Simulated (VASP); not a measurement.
# TaRu2 (I4/mmm) in VASP: single point with PBE

Aim: the single point of TaRu2 with PBE.

Everything below comes from runs of VASP 6.6.1. Logs are shortened: lines on timing, memory, paths and dates and some standing lists are left out, and cuts for length are marked.

## (1) The cell of the first run

It takes space group I4/mmm (No. 139, tetragonal). Conventional cell: a = 3.131 Å, b = 3.131 Å, c = 9.581 Å, α = 90.00°, β = 90.00°, γ = 90.00°. Within 3.5 Å of Ta (site symmetry 4/mmm) lie 10 Ru at 2.66 to 3.31 Å and 4 Ta at 3.13 Å. Ru (site symmetry 4mm) has 5 Ta at 2.66 to 3.31 Å and 9 Ru at 2.88 to 3.13 Å within 3.5 Å.

## (2) Single point, PBE

Input file INCAR:

```
SYSTEM = TaRu2
ALGO = Fast
EDIFF = 1E-6
ENCUT = 520
GGA = PE
ISIF = 2
ISMEAR = 0
LASPH = .TRUE.
LCHARG = .FALSE.
LREAL = .FALSE.
LWAVE = .FALSE.
NBANDS = 26
NELM = 60
PREC = Accurate
SIGMA = 0.1
```

Input file KPOINTS:

```
k-points
0
G
  20 20 20
  0 0 0
```

Input file POSCAR:

```
TaRu2
1.0
   -1.5656858687      1.5656858687      4.7904700915
    1.5656858687     -1.5656858687      4.7904700915
    1.5656858687      1.5656858687     -4.7904700915
Ta Ru
1 2
Direct
    0.0000000000      0.0000000000      0.0000000000
    0.6540263139      0.6540263139      0.0000000000
    0.3459736861      0.3459736861      0.0000000000
```

Potentials or basis: VASP PAW PBE potentials, release 64 (Ta_pv, Ru_pv).

Launch:

```console
$ cat potpaw_PBE.64/Ta_pv/POTCAR potpaw_PBE.64/Ru_pv/POTCAR > POTCAR
$ mpirun -np 1 vasp_std > vasp.out
```

OUTCAR:

```text
SYSTEM = TaRu2
   EDIFF = 1E-6
   ENCUT = 520
   GGA = PE
   ISIF = 2
   ISMEAR = 0
   LASPH = .TRUE.
   LREAL = .FALSE.
   NELM = 60
   PREC = Accurate

 ion  position               nearest neighbor table
   1  0.000  0.000  0.000-   2 2.66   3 2.66   2 2.66   3 2.66   2 2.66   3 2.66   3 2.66   2 2.66
                             2 3.31   3 3.31
   2  0.654  0.654  0.000-   1 2.66   1 2.66   1 2.66   1 2.66   3 2.88   3 2.88   3 2.88   3 2.88
                             3 2.95   1 3.31
   3  0.346  0.346  0.000-   1 2.66   1 2.66   1 2.66   1 2.66   2 2.88   2 2.88   2 2.88   2 2.88
                             2 2.95   1 3.31

  LATTYP: Found a body centered tetragonal cell.
 ALAT       =     3.1313717374
 C/A-ratio  =     3.0596623418

  Lattice vectors:

 A1 = (  -1.5656858687,   1.5656858687,   4.7904700915)
 A2 = (   1.5656858687,  -1.5656858687,   4.7904700915)
 A3 = (   1.5656858687,   1.5656858687,  -4.7904700915)

Analysis of symmetry for initial positions (statically):
=====================================================================
 Subroutine PRICEL returns:
 Original cell was already a primitive cell.

 Routine SETGRP: Setting up the symmetry group for a
 body centered tetragonal supercell.

 Subroutine GETGRP returns: Found 16 space group operations
 (whereof 16 operations were pure point group operations)
 out of a pool of 16 trial point group operations.

The static configuration has the point symmetry D_4h.

Analysis of symmetry for dynamics (positions and initial velocities):
=====================================================================
 Subroutine PRICEL returns:
 Original cell was already a primitive cell.

 Routine SETGRP: Setting up the symmetry group for a
 body centered tetragonal supercell.

 Subroutine GETGRP returns: Found 16 space group operations
 (whereof 16 operations were pure point group operations)
 out of a pool of 16 trial point group operations.

The dynamic configuration has the point symmetry D_4h.

 Subroutine INISYM returns: Found 16 space group operations
 (whereof 16 operations are pure point group operations),
 and found     1 'primitive' translations

----------------------------------------------------------------------------------------

                                     Primitive cell

  volume of cell :      46.9729

  direct lattice vectors                    reciprocal lattice vectors
    -1.565685869  1.565685869  4.790470091     0.000000000  0.319348862  0.104373890
     1.565685869 -1.565685869  4.790470091     0.319348862  0.000000000  0.104373890
     1.565685869  1.565685869 -4.790470091     0.319348862  0.319348862  0.000000000

  length of vectors
     5.277437653  5.277437653  5.277437653     0.335972625  0.335972625  0.451627491

  position of ions in fractional coordinates (direct lattice)
     0.000000000  0.000000000  0.000000000
     0.654026314  0.654026314  0.000000000
     0.345973686  0.345973686  0.000000000

  ion indices of the primitive-cell ions
   primitive index   ion index
                 1           1
                 2           2
                 3           3

----------------------------------------------------------------------------------------

 KPOINTS: k-points

Automatic generation of k-mesh.
 Grid dimensions read from file:
 generate k-points for:   20   20   20

 Generating k-lattice:

  Cartesian coordinates                     Fractional coordinates (reciprocal lattice)
     0.000000000  0.015967443  0.005218695     0.050000000  0.000000000  0.000000000
     0.015967443  0.000000000  0.005218695     0.000000000  0.050000000  0.000000000
     0.015967443  0.015967443  0.000000000     0.000000000  0.000000000  0.050000000

  Length of vectors
     0.016798631  0.016798631  0.022581375

  Shift w.r.t. Gamma in fractional coordinates (k-lattice)
     0.000000000  0.000000000  0.000000000

 Subroutine IBZKPT returns following result:
 ===========================================

 Found    641 irreducible k-points:

 Following reciprocal coordinates:
            Coordinates               Weight
  0.000000  0.000000  0.000000      1.000000
  0.050000 -0.000000  0.000000      8.000000
  0.100000 -0.000000  0.000000      8.000000
  0.150000 -0.000000  0.000000      8.000000
  0.200000 -0.000000  0.000000      8.000000
  0.250000  0.000000 -0.000000      8.000000
[... 16 lines left out ...]
 -0.400000  0.050000  0.000000     16.000000
 -0.350000  0.050000  0.000000     16.000000
 [... further k-points ...]
   k-points           NKPTS =    641   k-points in BZ     NKDIM =    641   number of bands    NBANDS=     26
   number of dos      NEDOS =    301   number of ions     NIONS =      3
   total plane-waves  NPLWV =  64000
   dimension x,y,z NGX =    40 NGY =   40 NGZ =   40
   dimension x,y,z NGXF=    80 NGYF=   80 NGZF=   80
   ions per type =               1   2
   NGX,Y,Z   is equivalent  to a cutoff of  12.60, 12.60, 12.60 a.u.
   NGXF,Y,Z  is equivalent  to a cutoff of  25.20, 25.20, 25.20 a.u.
 SYSTEM =  TaRu2
   PREC   = accura    normal or accurate (medium, high low for compatibility)
   ISTART =      0    job   : 0-new  1-cont  2-samecut
   ICHARG =      2    charge: 1-file 2-atom 10-const
   ISPIN  =      1    spin polarized calculation?
   LNONCOLLINEAR =      F non collinear calculations
   LSORBIT =      F    spin-orbit coupling
   LASPH  =      T    aspherical Exc in radial PAW
   ENCUT  =  520.0 eV  38.22 Ry    6.18 a.u.   9.81  9.81  9.81*2*pi/ulx,y,z
   NELM   =     60;   NELMIN=  2; NELMDL= -5     # of ELM steps
   EDIFF  = 0.1E-05   stopping-criterion for ELM
   LREAL  =      F    real-space projection
   EDIFFG = 0.1E-04   stopping-criterion for IOM
   NSW    =      0    number of steps for IOM
   IBRION =     -1    ionic relax: 0-MD 1-quasi-New 2-CG
   NFREE  =      0    steps in history (QN), initial steepest desc. (CG)
   ISIF   =      2    stress and relaxation
   ISYM   =      2    0-nonsym 1-usesym 2-fastsym
   POTIM  = 0.5000    time-step for ionic-motion
   TEBEG  =    0.0;   TEEND  =   0.0 temperature during run
   PSTRESS=    0.0 pullay stress
   NELECT =      39.0000    total number of electrons
   NUPDOWN=      -1.0000    fix difference up-down
   EMIN   =  10.00;   EMAX   =-10.00  energy-range for DOS
   EFERMI =   0.00;   METHOD = LEGACY
   ISMEAR =     0;   SIGMA  =   0.10  broadening in eV -4-tet -1-fermi 0-gaus
   EFERMI_NEDOS =   21; number of points for ismear=-14 and -15
   IALGO  =     68    algorithm
   IMIX   =      4    mixing-type and parameters
     AMIX     =   0.40;   BMIX     =  1.00
     AMIX_MAG =   1.60;   BMIX_MAG =  1.00
  volume/ion in A,a.u.               =      15.66       105.66
  Fermi-wavevector in a.u.,A,eV,Ry     =   1.538676  2.907676 32.212126  2.367524
  Thomas-Fermi vector in A             =   2.645011
   LORBIT       =      0    0 simple, 1 ext, 2 COOP (PROOUT), +10 PAW based schemes
   GGA     = PE    functional components
   LHFCALC =     F    Hartree Fock is set to
   AEXX    =    0.0000 exact exchange contribution
   IVDW    =     0    specifies the selected vdW correction
   LEPSILON=     F    determine dielectric tensor
   LRPA    =     F    only Hartree local field effects (RPA)
 non-spin polarized calculation
 RMM-DIIS sequential band-by-band and
 Gauss-broadening in eV      SIGMA  =   0.10
  energy-cutoff  :      520.00
  volume of cell :       46.97
 maximum number of plane-waves:      1296
   NGX = 19   NGY = 19   NGZ = 19

 number of electron      38.9999999 magnetization

 Free energy of the ion-electron system (eV)
  ---------------------------------------------------
  ext. energy  EPLUGINS =         0.00000000
  ---------------------------------------------------
  free energy    TOTEN  =       -30.43810832 eV

  energy without entropy =      -30.42060729  energy(sigma->0) =      -30.42935781

 E-fermi :   9.6322     XC(G=0): -13.2577

 val. band max:        9.6318439224   @ k =   0.3000   0.1500   0.0500
 cond. band min:       9.6333757979   @ k =  -0.3000   0.4500   0.1000
 fundamental gap:      0.0015318756
 Fermi energy:         9.6322039881

 k-point     1 :       0.0000    0.0000    0.0000
  band No.  band energies     occupation
      1     -33.2392      2.00000
      2     -32.9980      2.00000
      3     -32.9980      2.00000
      4     -32.9452      2.00000
      5     -32.8967      2.00000
      6     -32.8967      2.00000
[... 18 lines left out ...]
     25      13.6673      0.00000
     26      13.9321      0.00000

 k-point     2 :       0.0500   -0.0000    0.0000
  band No.  band energies     occupation
      1     -33.2388      2.00000
      2     -33.0064      2.00000
      3     -32.9971      2.00000
      4     -32.9406      2.00000
      5     -32.8990      2.00000
      6     -32.8968      2.00000
[... 18 lines left out ...]
     25      13.7049      0.00000
     26      14.0135      0.00000

 k-point     3 :       0.1000   -0.0000    0.0000
  band No.  band energies     occupation
      1     -33.2376      2.00000
      2     -33.0258      2.00000
      3     -32.9945      2.00000
      4     -32.9324      2.00000
      5     -32.9057      2.00000
      6     -32.8972      2.00000
[... 18 lines left out ...]
     25      13.8009      0.00000
     26      14.1060      0.00000

 k-point     4 :       0.1500   -0.0000    0.0000
  band No.  band energies     occupation
      1     -33.2355      2.00000
      2     -33.0496      2.00000
      3     -32.9902      2.00000
      4     -32.9260      2.00000
      5     -32.9163      2.00000
      6     -32.8980      2.00000
[... 18 lines left out ...]
     25      13.9109      0.00000
     26      14.0954      0.00000
[... 496 lines left out ...]
      1     -33.2246      2.00000
      2     -33.1482      2.00000
      3     -33.0015      2.00000
      4     -32.9481      2.00000
      5     -32.9337      2.00000
      6     -32.9212      2.00000
[... 18 lines left out ...]
     25      13.3435      0.00000
     26      14.7871      0.00000

 k-point    23 :      -0.4000    0.0500    0.0000
  band No.  band energies     occupation
      1     -33.2252      2.00000
      2     -33.1436      2.00000
      3     -32.9924      2.00000
      4     -32.9561      2.00000
      5     -32.9283      2.00000
      6     -32.9173      2.00000
[... 18 lines left out ...]
     25      13.4487      0.00000
     26      14.5135      0.00000

 k-point    24 :      -0.3500    0.0500    0.0000
  band No.  band energies     occupation
      1     -33.2266      2.00000
      2     -33.1334      2.00000
      3     -32.9800      2.00000
      4     -32.9643      2.00000
      5     -32.9233      2.00000
      6     -32.9127      2.00000
[... 18 lines left out ...]
     25      13.5933      0.00000
     26      14.4195      0.00000

 [... further k-points ...]

------------------------ aborting loop because EDIFF is reached ----------------------------------------

  FORCE on cell =-STRESS in cart. coord.  units (eV):
  Direction    XX          YY          ZZ          XY          YZ          ZX
  --------------------------------------------------------------------------------------
  -------------------------------------------------------------------------------------
  Total        0.0515136      0.0515136      0.0128894      0.0000000      0.0000000      0.0000000
  in kB        1.7570543      1.7570543      0.4396378      0.0000000      0.0000000      0.0000000
  external PRESSURE =       1.3179155 kB  Pullay stress =       0.0000000 kB

 VOLUME and BASIS-vectors are now :
 -----------------------------------------------------------------------------
  energy-cutoff  :      520.00
  volume of cell :       46.97
      direct lattice vectors                 reciprocal lattice vectors
    -1.565685869  1.565685869  4.790470091     0.000000000  0.319348862  0.104373890
     1.565685869 -1.565685869  4.790470091     0.319348862  0.000000000  0.104373890
     1.565685869  1.565685869 -4.790470091     0.319348862  0.319348862  0.000000000

 POSITION                                       TOTAL-FORCE (eV/Angst)
 -----------------------------------------------------------------------------------
      0.00000      0.00000      0.00000         0.000000      0.000000      0.000000
      0.00000      0.00000      6.26619        -0.000000     -0.000000      0.026202
      0.00000      0.00000      3.31475        -0.000000     -0.000000     -0.026202
 -----------------------------------------------------------------------------------
    total drift:                                0.000000     -0.000000      0.000000

  FREE ENERGIE OF THE ION-ELECTRON SYSTEM (eV)
  ---------------------------------------------------
  free  energy   TOTEN  =       -30.4381083223 eV

  energy  without entropy=      -30.4206072947  energy(sigma->0) =      -30.42935781
```

It took 16 min on 1 thread of Oxide Virtual Turin-like, shared host; peak memory 0.78 GiB.

What came out:

```yaml
Free_energy: -30.4381 eV
Pressure: 0.1 GPa
Largest_force: 0.026 eV/Å
Band_gap_on_the_k_mesh: zero (an odd number of electrons rules out a gap without spin polarisation)
```

Forces in eV/Å, atoms in the order of the input:
```
Ta   0.000  0.000  0.000
Ru   0.000  0.000  0.026
Ru   0.000  0.000 -0.026
```

Caveat: spin-orbit coupling is left out, which moves the levels of the heavy elements.
